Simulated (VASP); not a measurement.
A run of VASP 6.6.1 is set up as follows.

Contents of INCAR:

```
SYSTEM = HfB2
  ALGO = Normal
  EDIFF = 1E-7
  EDIFFG = -0.01
  ENCUT = 600
  GGA = PE
  IBRION = 2
  ISIF = 3
  ISMEAR = -1
  LASPH = .True.
  LCHARG = .False.
  LREAL = .False.
  LWAVE = .False.
  NELM = 60
  NSW = 60
  PREC = Accurate
  PSTRESS = 20.0
  SIGMA = 0.05
```

File KPOINTS:

```
k-points
0
Gamma
  10 10 8
  0 0 0
```

Contents of POSCAR:

```
HfB2
1.0
    3.1400000000      0.0000000000      0.0000000000
   -1.5700000000      2.7193197679      0.0000000000
    0.0000000000      0.0000000000      3.4800000000
Hf B
1 2
Direct
    0.0000000000      0.0000000000      0.0000000000
    0.6666666667      0.3333333333      0.5000000000
    0.3333333333      0.6666666667      0.5000000000
```

Potentials or basis: VASP PAW PBE potentials, release 64 (Hf_pv, B).

Launch:

```sh
$ cat potpaw_PBE.64/Hf_pv/POTCAR potpaw_PBE.64/B/POTCAR > POTCAR
$ mpirun -np 1 vasp_std > vasp.out
```

**Question.** What does it give for the space group after relaxing (to 0.05 Å)?

**Answer.** P6/mmm (No. 191).

**Question.** Predict the band gap on the k mesh.

**Answer.** Zero (band 8 reaches 8.31 eV, above the bottom of band 9 at 7.46 eV).

**Question.** What does it give for the relaxed volume?

**Answer.** 9.87 Å³/atom.

**Question.** What does it give for the relaxed cell?

**Answer.** a = 3.134 Å, b = 3.134 Å, c = 3.480 Å, α = 90.00°, β = 90.00°, γ = 120.00°.

Final structure:
```
Hf B
1.0
     3.13427    0.00000    0.00000
    -1.56713    2.71436    0.00000
     0.00000    0.00000    3.47980
Hf B
1 2
Cartesian
  -1.5671 2.7144 3.4798
  1.5671 0.9048 1.7399
  0.0000 1.8096 1.7399
```

Caveat: the cell is relaxed towards a set pressure, so the enthalpy falls and the energy may rise; spin-orbit coupling is left out, which moves the levels of the heavy elements.
